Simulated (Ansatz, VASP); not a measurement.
## NaH: VASP beside Ansatz

```
Na H
1.0
     0.00000    2.41637    2.41637
     2.41637    0.00000    2.41637
     2.41637    2.41637    0.00000
Na H
1 1
Direct
  0.00000 0.00000 0.00000
  0.50000 0.50000 0.50000
```

Alike in both runs: task single point; functional revPBE; k mesh 12 × 12 × 12; occupations gaussian, width 0.05 eV; no spin polarisation.

|  | VASP | Ansatz |
| --- | --- | --- |
| version | VASP 6.6.1 | Ansatz 0.2.0 |
| potentials or method | VASP PAW PBE potentials, release 64 (Na_pv, H), cutoff 520 eV | scalar-relativistic, plane waves, PAW |
| valence electrons in the cell | 8 | 10 |

|  | VASP | Ansatz | Ansatz less VASP |
| --- | --- | --- | --- |
| pressure (GPa) | 1.2 | 1.2 | +0.02 |

VASP's potentials were made for PBE, not for revPBE. VASP's potentials hold 8 valence electrons a cell and Ansatz's 10, so a difference there can come from the potentials and not from the codes.
